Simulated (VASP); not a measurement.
# VH (Fm-3m) in VASP: settings compared

The runs below take VH through relaxation of cell and atoms, with BLYP+D3(BJ), PBEsol, PBEsol+D3(BJ).

Program: VASP 6.6.1. These are calculated values, not measurements. Logs are shortened: lines on timing, memory, paths and dates and some standing lists are left out, and cuts for length are marked.

## (1) The cell of the first run

It takes space group Fm-3m (No. 225, cubic). Conventional cell: a = 3.928 Å, b = 3.928 Å, c = 3.928 Å, α = 90.00°, β = 90.00°, γ = 90.00°. Within 2.6 Å of V (site symmetry m-3m) lie 6 H at 1.96 Å. Within 2.6 Å of H (site symmetry m-3m) lie 6 V at 1.96 Å.

## (2) Relaxation of cell and atoms, BLYP+D3(BJ), collinear spin, ferromagnetic start

INCAR

```
PREC     = Accurate       # precision mode
ENCUT    = 600            # plane-wave cutoff, eV
EDIFF    = 1E-7           # SCF threshold, eV
ISMEAR   = -1             # smearing method
SIGMA    = 0.1            # smearing width, eV
LREAL    = False          # projectors in reciprocal space
LASPH    = True           # aspherical terms in the spheres
NELM     = 150            # most SCF steps
ALGO     = Normal         # electronic algorithm
ISIF     = 3              # what is computed and relaxed
LWAVE    = False          # write WAVECAR
LCHARG   = False          # write CHGCAR
ISPIN    = 2              # spin polarisation
MAGMOM   = 1.5 0          # initial moments
LORBIT   = 11             # projections on sites
LMAXMIX  = 4              # l up to which the mixer works
GGA      = B5             # functional
ALDAX    = 1.0          
AGGAX    = 1.0          
AGGAC    = 1.0          
ALDAC    = 0.0          
IVDW     = 12             # dispersion correction
VDW_S6   = 1.0          
VDW_S8   = 2.6996       
VDW_A1   = 0.4298       
VDW_A2   = 4.2359       
IBRION   = 2              # ionic algorithm
NSW      = 80             # ionic steps
EDIFFG   = -0.02          # ionic threshold
```

KPOINTS

```
Automatic mesh
0
Gamma
  12 12 12
```

POSCAR

```
VH
1.0
    0.0000000000      1.9637500000      1.9637500000
    1.9637500000      0.0000000000      1.9637500000
    1.9637500000      1.9637500000      0.0000000000
V H
1 1
Direct
    0.0000000000      0.0000000000      0.0000000000
    0.5000000000      0.5000000000      0.5000000000
```

Potentials or basis: VASP PAW PBE potentials, release 64 (V_sv, H).

Launch:

```bash
$ cat potpaw_PBE.64/V_sv/POTCAR potpaw_PBE.64/H/POTCAR > POTCAR
$ mpirun -np 1 vasp_std > vasp.out
```

OUTCAR:

```text
PREC = Accurate
   ENCUT = 600
   EDIFF = 1E-7
   ISMEAR = -1
   LREAL = False
   LASPH = True
   NELM = 150
   ISIF = 3
   ISPIN = 2
   LORBIT = 11
   GGA = B5
   IVDW = 12
   IBRION = 2
   NSW = 80
   EDIFFG = -0.02
 IVDW          = 12

 ion  position               nearest neighbor table
   1  0.000  0.000  0.000-
   2  0.500  0.500  0.500-

  LATTYP: Found a face centered cubic cell.
 ALAT       =     3.9275000000

  Lattice vectors:

 A1 = (   0.0000000000,   1.9637500000,   1.9637500000)
 A2 = (   1.9637500000,   0.0000000000,   1.9637500000)
 A3 = (   1.9637500000,   1.9637500000,   0.0000000000)

Analysis of symmetry for initial positions (statically):
=====================================================================
 Subroutine PRICEL returns:
 Original cell was already a primitive cell.

 Routine SETGRP: Setting up the symmetry group for a
 face centered cubic supercell.

 Subroutine GETGRP returns: Found 48 space group operations
 (whereof 48 operations were pure point group operations)
 out of a pool of 48 trial point group operations.

The static configuration has the point symmetry O_h .

Analysis of symmetry for dynamics (positions and initial velocities):
=====================================================================
 Subroutine PRICEL returns:
 Original cell was already a primitive cell.

 Routine SETGRP: Setting up the symmetry group for a
 face centered cubic supercell.

 Subroutine GETGRP returns: Found 48 space group operations
 (whereof 48 operations were pure point group operations)
 out of a pool of 48 trial point group operations.

The dynamic configuration has the point symmetry O_h .

Analysis of structural, dynamic, and magnetic symmetry:
=====================================================================
 Subroutine PRICEL returns:
 Original cell was already a primitive cell.

 Routine SETGRP: Setting up the symmetry group for a
 face centered cubic supercell.

 Subroutine GETGRP returns: Found 48 space group operations
 (whereof 48 operations were pure point group operations)
 out of a pool of 48 trial point group operations.

The overall configuration has the point symmetry O_h .

 Subroutine INISYM returns: Found 48 space group operations
 (whereof 48 operations are pure point group operations),
 and found     1 'primitive' translations

----------------------------------------------------------------------------------------

                                     Primitive cell

  volume of cell :      15.1457

  direct lattice vectors                    reciprocal lattice vectors
     0.000000000  1.963750000  1.963750000    -0.254614895  0.254614895  0.254614895
     1.963750000  0.000000000  1.963750000     0.254614895 -0.254614895  0.254614895
     1.963750000  1.963750000  0.000000000     0.254614895  0.254614895 -0.254614895

  length of vectors
     2.777161883  2.777161883  2.777161883     0.441005934  0.441005934  0.441005934

  position of ions in fractional coordinates (direct lattice)
     0.000000000  0.000000000  0.000000000
     0.500000000  0.500000000  0.500000000

  ion indices of the primitive-cell ions
   primitive index   ion index
                 1           1
                 2           2

----------------------------------------------------------------------------------------

 KPOINTS: Automatic mesh

Automatic generation of k-mesh.
 Grid dimensions read from file:
 generate k-points for:   12   12   12

 Generating k-lattice:

  Cartesian coordinates                     Fractional coordinates (reciprocal lattice)
    -0.021217908  0.021217908  0.021217908     0.083333333  0.000000000  0.000000000
     0.021217908 -0.021217908  0.021217908     0.000000000  0.083333333  0.000000000
     0.021217908  0.021217908 -0.021217908     0.000000000  0.000000000  0.083333333

  Length of vectors
     0.036750495  0.036750495  0.036750495

  Shift w.r.t. Gamma in fractional coordinates (k-lattice)
     0.000000000  0.000000000  0.000000000

 Subroutine IBZKPT returns following result:
 ===========================================

 Found     72 irreducible k-points:

 Following reciprocal coordinates:
            Coordinates               Weight
  0.000000  0.000000  0.000000      1.000000
  0.083333  0.000000  0.000000      8.000000
  0.166667  0.000000  0.000000      8.000000
  0.250000  0.000000  0.000000      8.000000
  0.333333  0.000000  0.000000      8.000000
  0.416667  0.000000  0.000000      8.000000
[... 16 lines left out ...]
  0.500000  0.166667  0.000000     24.000000
 -0.416667  0.166667  0.000000     24.000000
 [... further k-points ...]
   k-points           NKPTS =     72   k-points in BZ     NKDIM =     72   number of bands    NBANDS=     12
   number of dos      NEDOS =    301   number of ions     NIONS =      2
   total plane-waves  NPLWV =  13824
   dimension x,y,z NGX =    24 NGY =   24 NGZ =   24
   dimension x,y,z NGXF=    48 NGYF=   48 NGZF=   48
   ions per type =               1   1
   NGX,Y,Z   is equivalent  to a cutoff of  14.37, 14.37, 14.37 a.u.
   NGXF,Y,Z  is equivalent  to a cutoff of  28.73, 28.73, 28.73 a.u.
 SYSTEM =  unknown system
   PREC   = accura    normal or accurate (medium, high low for compatibility)
   ISTART =      0    job   : 0-new  1-cont  2-samecut
   ICHARG =      2    charge: 1-file 2-atom 10-const
   ISPIN  =      2    spin polarized calculation?
   LNONCOLLINEAR =      F non collinear calculations
   LSORBIT =      F    spin-orbit coupling
   LASPH  =      T    aspherical Exc in radial PAW
   ENCUT  =  600.0 eV  44.10 Ry    6.64 a.u.   5.55  5.55  5.55*2*pi/ulx,y,z
   NELM   =    150;   NELMIN=  2; NELMDL= -5     # of ELM steps
   EDIFF  = 0.1E-06   stopping-criterion for ELM
   LREAL  =      F    real-space projection
   EDIFFG = -.2E-01   stopping-criterion for IOM
   NSW    =     80    number of steps for IOM
   IBRION =      2    ionic relax: 0-MD 1-quasi-New 2-CG
   NFREE  =      1    steps in history (QN), initial steepest desc. (CG)
   ISIF   =      3    stress and relaxation
   ISYM   =      2    0-nonsym 1-usesym 2-fastsym
   POTIM  = 0.5000    time-step for ionic-motion
   TEBEG  =    0.0;   TEEND  =   0.0 temperature during run
   PSTRESS=    0.0 pullay stress
   NELECT =      14.0000    total number of electrons
   NUPDOWN=      -1.0000    fix difference up-down
   EMIN   =  10.00;   EMAX   =-10.00  energy-range for DOS
   EFERMI =   0.00;   METHOD = LEGACY
   ISMEAR =    -1;   SIGMA  =   0.10  broadening in eV -4-tet -1-fermi 0-gaus
   EFERMI_NEDOS =   21; number of points for ismear=-14 and -15
   IALGO  =     38    algorithm
   IMIX   =      4    mixing-type and parameters
     AMIX     =   0.40;   BMIX     =  1.00
     AMIX_MAG =   1.60;   BMIX_MAG =  1.00
  volume/ion in A,a.u.               =       7.57        51.10
  Fermi-wavevector in a.u.,A,eV,Ry     =   1.594733  3.013608 34.601974  2.543173
  Thomas-Fermi vector in A             =   2.692761
   LORBIT       =     11    0 simple, 1 ext, 2 COOP (PROOUT), +10 PAW based schemes
   GGA     = B5    functional components
   LHFCALC =     F    Hartree Fock is set to
   AEXX    =    0.0000 exact exchange contribution
   IVDW    =    12    specifies the selected vdW correction
   LEPSILON=     F    determine dielectric tensor
   LRPA    =     F    only Hartree local field effects (RPA)
 conjugate gradient relaxation of ions
 spin polarized calculation
  energy-cutoff  :      600.00
  volume of cell :       15.15
 maximum number of plane-waves:       532
 NGX is ok and might be reduce to    24
   NGX = 11   NGY = 11   NGZ = 11

--------------------------------------- Ionic step        1  -------------------------------------------

 number of electron      14.0000004 magnetization       0.0225649

 number of electron      14.0000004 magnetization      -0.0000176

 Free energy of the ion-electron system (eV)
  ---------------------------------------------------
  ext. energy  EPLUGINS =         0.00000000
  ---------------------------------------------------
  free energy    TOTEN  =       -11.36219218 eV

  energy without entropy =      -11.30593541  energy(sigma->0) =      -11.33406379

------------------------ aborting loop because EDIFF is reached ----------------------------------------

 Edisp (eV)   -1.84028

 E8    (eV) :    -1.3348

  FORCE on cell =-STRESS in cart. coord.  units (eV):
  Direction    XX          YY          ZZ          XY          YZ          ZX
  --------------------------------------------------------------------------------------
  -------------------------------------------------------------------------------------
  Total      -1.07389    -1.07389    -1.07389    -0.00000     0.00000     0.00000
  in kB    -113.60045  -113.60045  -113.60045    -0.00000     0.00000     0.00000
  external pressure =     -113.60 kB  Pullay stress =        0.00 kB
[... 65 lines left out ...]
--------------------------------------- Ionic step        3  -------------------------------------------

 number of electron      14.0000001 magnetization       0.0000013

 number of electron      14.0000001 magnetization      -0.0000001

 Free energy of the ion-electron system (eV)
  ---------------------------------------------------
  ext. energy  EPLUGINS =         0.00000000
  ---------------------------------------------------
  free energy    TOTEN  =       -11.27781193 eV

  energy without entropy =      -11.22522811  energy(sigma->0) =      -11.25152002

 E-fermi :  11.1545     XC(G=0): -12.6760

 val. band max:       11.1508883556   @ k =  -0.0833   0.0833   0.0000
 cond. band min:      11.1650836791   @ k =   0.2500   0.0000   0.0000
 fundamental gap:      0.0141953234
 Fermi energy:        11.1544688844

 spin component 1

 k-point     1 :       0.0000    0.0000    0.0000
  band No.  band energies     occupation
      1     -52.6961      1.00000
      2     -26.2914      1.00000
      3     -26.2914      1.00000
      4     -26.2914      1.00000
      5       0.3551      1.00000
      6      10.9854      0.84432
      7      10.9854      0.84432
      8      10.9854      0.84430
      9      12.6865      0.00000
     10      12.6866      0.00000
     11      24.0234      0.00000
     12      28.1875      0.00000
[... 331 lines left out ...]
 k-point    24 :      -0.4167    0.1667    0.0000
  band No.  band energies     occupation
      1     -52.5218      1.00000
      2     -27.0309      1.00000
      3     -26.5346      1.00000
      4     -26.4184      1.00000
      5       4.9378      1.00000
      6       7.9461      1.00000
      7      10.4533      0.99910
      8      11.1728      0.45440
      9      13.6315      0.00000
     10      14.4469      0.00000
     11      18.9963      0.00000
     12      22.1946      0.00000

 [... further k-points ...]

 spin component 2

 k-point     1 :       0.0000    0.0000    0.0000
  band No.  band energies     occupation
      1     -52.6961      1.00000
      2     -26.2914      1.00000
      3     -26.2914      1.00000
      4     -26.2914      1.00000
      5       0.3551      1.00000
      6      10.9854      0.84432
      7      10.9854      0.84432
      8      10.9854      0.84430
      9      12.6865      0.00000
     10      12.6866      0.00000
     11      24.0234      0.00000
     12      28.1875      0.00000
[... 378 lines left out ...]
  FREE ENERGIE OF THE ION-ELECTRON SYSTEM (eV)
  ---------------------------------------------------
  free  energy   TOTEN  =       -13.2344249620 eV

  energy  without entropy=      -13.1818411478  energy(sigma->0) =      -13.20813305

 reached required accuracy - stopping structural energy minimisation

 total charge

# of ion       s       p       d       tot
------------------------------------------
    1        2.278   6.249   3.265  11.792
    2        0.585   0.034   0.000   0.619
--------------------------------------------------
tot          2.863   6.282   3.265  12.411

 magnetization (x)

# of ion       s       p       d       tot
------------------------------------------
    1       -0.000   0.000   0.000   0.000
    2       -0.000  -0.000   0.000  -0.000
--------------------------------------------------
tot         -0.000   0.000   0.000   0.000
```

Run time: 38 s. Hardware: 1 thread of Intel Xeon 6975P-C (Granite Rapids), shared host; peak memory 0.18 GiB.

Results:

| Property | Result |
| --- | --- |
| Free energy | -13.2344 eV |
| Relaxed volume | 7.14 Å³/atom |
| Relaxed cell | a = 2.724 Å, b = 2.724 Å, c = 2.724 Å, α = 60.00°, β = 60.00°, γ = 60.00° |
| Space group after relaxing (to 0.1 Å) | Fm-3m (No. 225) |
| Energy gained by relaxing | 16.0 meV/atom |
| Ionic steps | 3 |
| Pressure after relaxing | 0.0 GPa |
| Band gap on the k mesh | zero (filled and empty bands overlap) |
| Net moment | 0.00 μB per cell |
| Valence electrons inside the program's atomic spheres | V 11.79; H 0.62 |
| Dispersion energy per atom | -0.978 eV |

The path:
| step | energy change (eV) | largest force (eV/Å) | pressure (GPa) | volume (Å³) |
| --- | --- | --- | --- | --- |
| 1 | 0.0000 | 0.0000 | -11.36 | 15.15 |
| 2 | -0.0277 | 0.0000 | 4.75 | 14.00 |
| 3 | -0.0320 | 0.0000 | 0.01 | 14.29 |

Final structure:
```
V H
1.0
     0.00000    1.92600    1.92600
     1.92600    0.00000    1.92600
     1.92600    1.92600    0.00000
V H
1 1
Direct
  0.00000 0.00000 0.00000
  0.50000 0.50000 0.50000
```

Levels at points of the mesh, in eV from the Fermi level:
Spin up:
```csv
k point,band 5,band 6,band 7,band 8,band 9,band 10
"(0.00, 0.00, 0.00)",-10.80,-0.17,-0.17,-0.17,1.53,1.53
"(0.50, 0.00, 0.00)",-5.64,-3.95,-0.53,-0.53,2.71,2.71
"(0.50, 0.50, 0.00)",-8.10,-2.91,2.20,2.69,3.06,3.06
```
Spin down:
| k point | band 3 | band 4 | band 5 | band 6 | band 7 | band 8 | band 9 | band 10 | band 11 | band 12 |
| --- | --- | --- | --- | --- | --- | --- | --- | --- | --- | --- |
| (0.00, 0.00, 0.00) | -37.45 | -37.45 | -10.80 | -0.17 | -0.17 | -0.17 | 1.53 | 1.53 | 12.87 | 17.03 |
| (0.50, 0.00, 0.00) | -37.54 | -37.54 | -5.64 | -3.95 | -0.53 | -0.53 | 2.71 | 2.71 | 7.92 | 10.96 |
| (0.50, 0.50, 0.00) | -37.72 | -37.72 | -8.10 | -2.91 | 2.20 | 2.69 | 3.06 | 3.06 | 7.04 | 11.56 |

Caveat: the moments typed at the start vanished in this run; the PAW data sets were made with another functional, which shifts forces and pressure a little.

(Part 1 of 2 ends here.)
